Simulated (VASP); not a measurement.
# Mg in VASP: single point with PBE

Aim: the single point of Mg with PBE.

Program: VASP 6.6.1. These are calculated values, not measurements. Logs are shortened: lines on timing, memory, paths and dates and some standing lists are left out, and cuts for length are marked.

**1. The cell of the first run**

The cell holds a atom, 1 atom: a = 14.000 Å, b = 14.400 Å, c = 14.800 Å, α = 90.00°, β = 90.00°, γ = 90.00°.

**2. Single point, PBE, collinear spin, ferromagnetic start**

Input file INCAR:

```
SYSTEM = Mg
PREC = Accurate ; ENCUT = 520
EDIFF = 1E-7 ; ISMEAR = -1
SIGMA = 0.01 ; LREAL = .False.
LASPH = .True. ; NELM = 150
ALGO = Normal ; ISIF = 2
LWAVE = .False. ; LCHARG = .False.
ISPIN = 2 ; MAGMOM = 0.01
LORBIT = 11 ; GGA = PE
NBANDS = 11 ; ISYM = 0
```

Input file KPOINTS:

```
regular mesh
0
Gamma
  1 1 1
  0 0 0
```

Input file POSCAR:

```
Mg
1.0
   14.0000000000      0.0000000000      0.0000000000
    0.0000000000     14.4000000000      0.0000000000
    0.0000000000      0.0000000000     14.8000000000
Mg
1
Direct
    0.5000000000      0.5000000000      0.5000000000
```

Potentials or basis: VASP PAW PBE potentials, release 64 (Mg).

Run with:

```
$ cat potpaw_PBE.64/Mg/POTCAR > POTCAR
$ mpirun -np 1 vasp_gam > vasp.out
```

OUTCAR:

```text
SYSTEM = Mg
   PREC = Accurate
   ENCUT = 520
   EDIFF = 1E-7
   ISMEAR = -1
   LREAL = .False.
   LASPH = .True.
   NELM = 150
   ISIF = 2
   ISPIN = 2
   LORBIT = 11
   GGA = PE
   ISYM = 0

 ion  position               nearest neighbor table
   1  0.500  0.500  0.500-

IMPORTANT INFORMATION: All symmetrisations will be switched off!
NOSYMM: (Re-)initialisation of all symmetry stuff for point group C_1.

----------------------------------------------------------------------------------------

                                     Primitive cell

  volume of cell :    2983.6800

  direct lattice vectors                    reciprocal lattice vectors
    14.000000000  0.000000000  0.000000000     0.071428571  0.000000000  0.000000000
     0.000000000 14.400000000  0.000000000     0.000000000  0.069444444  0.000000000
     0.000000000  0.000000000 14.800000000     0.000000000  0.000000000  0.067567568

  length of vectors
    14.000000000 14.400000000 14.800000000     0.071428571  0.069444444  0.067567568

  position of ions in fractional coordinates (direct lattice)
     0.500000000  0.500000000  0.500000000

  ion indices of the primitive-cell ions
   primitive index   ion index
                 1           1

----------------------------------------------------------------------------------------

 KPOINTS: regular mesh

Automatic generation of k-mesh.
 Grid dimensions read from file:
 generate k-points for:    1    1    1

 Generating k-lattice:

  Cartesian coordinates                     Fractional coordinates (reciprocal lattice)
     0.071428571  0.000000000  0.000000000     1.000000000  0.000000000  0.000000000
     0.000000000  0.069444444  0.000000000     0.000000000  1.000000000  0.000000000
     0.000000000  0.000000000  0.067567568     0.000000000  0.000000000  1.000000000

  Length of vectors
     0.071428571  0.069444444  0.067567568

  Shift w.r.t. Gamma in fractional coordinates (k-lattice)
     0.000000000  0.000000000  0.000000000

 Subroutine IBZKPT returns following result:
 ===========================================

 Found      1 irreducible k-points:

 Following reciprocal coordinates:
            Coordinates               Weight
  0.000000  0.000000  0.000000      1.000000
   k-points           NKPTS =      1   k-points in BZ     NKDIM =      1   number of bands    NBANDS=     11
   number of dos      NEDOS =    301   number of ions     NIONS =      1
   total plane-waves  NPLWV = ******
   dimension x,y,z NGX =   108 NGY =  108 NGZ =  112
   dimension x,y,z NGXF=   216 NGYF=  216 NGZF=  224
   ions per type =               1
   NGX,Y,Z   is equivalent  to a cutoff of  12.82, 12.47, 12.58 a.u.
   NGXF,Y,Z  is equivalent  to a cutoff of  25.65, 24.94, 25.16 a.u.
 SYSTEM =  Mg
   PREC   = accura    normal or accurate (medium, high low for compatibility)
   ISTART =      0    job   : 0-new  1-cont  2-samecut
   ICHARG =      2    charge: 1-file 2-atom 10-const
   ISPIN  =      2    spin polarized calculation?
   LNONCOLLINEAR =      F non collinear calculations
   LSORBIT =      F    spin-orbit coupling
   LASPH  =      T    aspherical Exc in radial PAW
   ENCUT  =  520.0 eV  38.22 Ry    6.18 a.u.  26.03 26.77 27.52*2*pi/ulx,y,z
   NELM   =    150;   NELMIN=  2; NELMDL= -5     # of ELM steps
   EDIFF  = 0.1E-06   stopping-criterion for ELM
   LREAL  =      F    real-space projection
   EDIFFG = 0.1E-05   stopping-criterion for IOM
   NSW    =      0    number of steps for IOM
   IBRION =     -1    ionic relax: 0-MD 1-quasi-New 2-CG
   NFREE  =      0    steps in history (QN), initial steepest desc. (CG)
   ISIF   =      2    stress and relaxation
   ISYM   =      0    0-nonsym 1-usesym 2-fastsym
   POTIM  = 0.5000    time-step for ionic-motion
   TEBEG  =    0.0;   TEEND  =   0.0 temperature during run
   PSTRESS=    0.0 pullay stress
   NELECT =       2.0000    total number of electrons
   NUPDOWN=      -1.0000    fix difference up-down
   EMIN   =  10.00;   EMAX   =-10.00  energy-range for DOS
   EFERMI =   0.00;   METHOD = LEGACY
   ISMEAR =    -1;   SIGMA  =   0.01  broadening in eV -4-tet -1-fermi 0-gaus
   EFERMI_NEDOS =   21; number of points for ismear=-14 and -15
   IALGO  =     38    algorithm
   IMIX   =      4    mixing-type and parameters
     AMIX     =   0.40;   BMIX     =  1.00
     AMIX_MAG =   1.60;   BMIX_MAG =  1.00
  volume/ion in A,a.u.               =    2983.68     20134.87
  Fermi-wavevector in a.u.,A,eV,Ry     =   0.143274  0.270749  0.279293  0.020527
  Thomas-Fermi vector in A             =   0.807119
   LORBIT       =     11    0 simple, 1 ext, 2 COOP (PROOUT), +10 PAW based schemes
   GGA     = PE    functional components
   LHFCALC =     F    Hartree Fock is set to
   AEXX    =    0.0000 exact exchange contribution
   IVDW    =     0    specifies the selected vdW correction
   LEPSILON=     F    determine dielectric tensor
   LRPA    =     F    only Hartree local field effects (RPA)
 spin polarized calculation
  energy-cutoff  :      520.00
  volume of cell :     2983.68
 maximum number of plane-waves:     40220
 NGX is ok and might be reduce to   108
   NGX = 53   NGY = 53   NGZ = 55

 number of electron       2.0000000 magnetization       0.0000001

 number of electron       2.0000000 magnetization      -0.0000042

 Free energy of the ion-electron system (eV)
  ---------------------------------------------------
  ext. energy  EPLUGINS =         0.00000000
  ---------------------------------------------------
  free energy    TOTEN  =        -0.00052475 eV

  energy without entropy =       -0.00052475  energy(sigma->0) =       -0.00052475

 E-fermi :  -4.4021     XC(G=0):  -0.3931

 val. band max:       -4.6470342639   @ k =   0.0000   0.0000   0.0000
 cond. band min:      -1.2695777215   @ k =   0.0000   0.0000   0.0000
 fundamental gap:      3.3774565424
 Fermi energy:        -4.4020712226

 spin component 1

 k-point     1 :       0.0000    0.0000    0.0000
  band No.  band energies     occupation
      1      -4.6470      1.00000
      2      -1.2696      0.00000
      3      -1.2688      0.00000
      4      -1.2677      0.00000
      5      -0.1542      0.00000
      6       0.5030      0.00000
      7       0.5241      0.00000
      8       0.6783      0.00000
      9       0.6802      0.00000
     10       0.7156      0.00000
     11       0.7563      0.00000
 Fermi energy:        -4.4020712226

 spin component 2

 k-point     1 :       0.0000    0.0000    0.0000
  band No.  band energies     occupation
      1      -4.6470      1.00000
      2      -1.2696      0.00000
      3      -1.2688      0.00000
      4      -1.2677      0.00000
      5      -0.1567      0.00000
      6       0.5057      0.00000
      7       0.5262      0.00000
      8       0.6585      0.00000
      9       0.6700      0.00000
     10       0.7087      0.00000
     11       0.7505      0.00000

------------------------ aborting loop because EDIFF is reached ----------------------------------------

  FORCE on cell =-STRESS in cart. coord.  units (eV):
  Direction    XX          YY          ZZ          XY          YZ          ZX
  --------------------------------------------------------------------------------------
  -------------------------------------------------------------------------------------
  Total       -0.0004576     -0.0003128     -0.0002450     -0.0000001     -0.0000000     -0.0000000
  in kB       -0.0002457     -0.0001680     -0.0001316     -0.0000000     -0.0000000     -0.0000000
  external PRESSURE =      -0.0001818 kB  Pullay stress =       0.0000000 kB

 VOLUME and BASIS-vectors are now :
 -----------------------------------------------------------------------------
  energy-cutoff  :      520.00
  volume of cell :     2983.68
      direct lattice vectors                 reciprocal lattice vectors
    14.000000000  0.000000000  0.000000000     0.071428571  0.000000000  0.000000000
     0.000000000 14.400000000  0.000000000     0.000000000  0.069444444  0.000000000
     0.000000000  0.000000000 14.800000000     0.000000000  0.000000000  0.067567568

 POSITION                                       TOTAL-FORCE (eV/Angst)
 -----------------------------------------------------------------------------------
      7.00000      7.20000      7.40000        -0.000000      0.000000      0.000000
 -----------------------------------------------------------------------------------
    total drift:                               -0.000000      0.000000      0.000000

  FREE ENERGIE OF THE ION-ELECTRON SYSTEM (eV)
  ---------------------------------------------------
  free  energy   TOTEN  =        -0.0005247536 eV

  energy  without entropy=       -0.0005247535  energy(sigma->0) =       -0.00052475

 total charge

# of ion       s       p       d       tot
------------------------------------------
    1        0.359   0.000   0.000   0.359

 magnetization (x)

# of ion       s       p       d       tot
------------------------------------------
    1       -0.000  -0.000   0.000  -0.000
```

Run time: 3.9 min. Hardware: 1 thread of AMD EPYC 7R43 (Zen 3), shared host; peak memory 2.6 GiB.

Results:

```yaml
Free_energy: -0.0005 eV
Pressure: 0.0 GPa
Band_gap_on_the_k_mesh: 3.38 eV
Net_moment: 0.00 μB per cell
Valence_electrons_inside_the_program's_atomic_spheres: Mg 0.36
```

Levels at points of the mesh, in eV from the valence-band top:
Spin up:
```tsv
k point	band 1	band 2	band 3	band 4
(0.00, 0.00, 0.00)	0.00	3.38	3.38	3.38
```
Spin down:
```
           k point  band 1  band 2  band 3  band 4
(0.00, 0.00, 0.00)    0.00    3.38    3.38    3.38
```
